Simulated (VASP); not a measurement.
Set up this calculation in VASP 6.6.1, as the native input.

- Task: single point
- Functional: PBE
- Potentials or basis: VASP PAW PBE potentials, release 64 (Nb_sv, P)
- Cutoff: 520 eV
- k mesh: 18 × 18 × 18
- Occupations: gaussian, width 0.1 eV
- Spin: no spin polarisation
- Dipole correction: no
- Further INCAR settings: ALGO = Normal; EDIFF = 1e-06; NBANDS = 26

The structure of NbP lies in POSCAR:

```
NbP
1.0
   -1.6316347953      1.6316347953      5.4701338307
    1.6316347953     -1.6316347953      5.4701338307
    1.6316347953      1.6316347953     -5.4701338307
Nb P
2 2
Direct
    0.7507214727      0.7507214727      0.0000000000
    0.5007214727      1.0007214727      0.5000000000
    0.3319071023      0.3319071023      0.0000000000
    0.0819071023      0.5819071023      0.5000000000
```

This cell differs from its parent crystal: volume scaled by 0.91, then relaxed in part.

The input as run:

INCAR

```
SYSTEM = NbP
PREC = Accurate ; ENCUT = 520
EDIFF = 1E-6 ; ISMEAR = 0
SIGMA = 0.1 ; LREAL = .False.
LASPH = .True. ; NELM = 100
ALGO = Normal ; ISIF = 2
LWAVE = .False. ; LCHARG = .False.
GGA = PE ; NBANDS = 26
```

KPOINTS

```
regular mesh
0
Gamma
  18 18 18
  0 0 0
```

Potentials or basis: VASP PAW PBE potentials, release 64 (Nb_sv, P).

Launch:

```console
$ cat potpaw_PBE.64/Nb_sv/POTCAR potpaw_PBE.64/P/POTCAR > POTCAR
$ mpirun -np 1 vasp_std > vasp.out
```

Results of the run:

* Pressure: 20.8 GPa
* Band gap on the k mesh: zero (band 18 reaches 11.97 eV, above the bottom of band 19 at 11.93 eV)

It took 20 min on 1 thread of Intel(R) Xeon(R) 6975P-C (Granite Rapids) (shared host), peak memory 0.77 GiB.
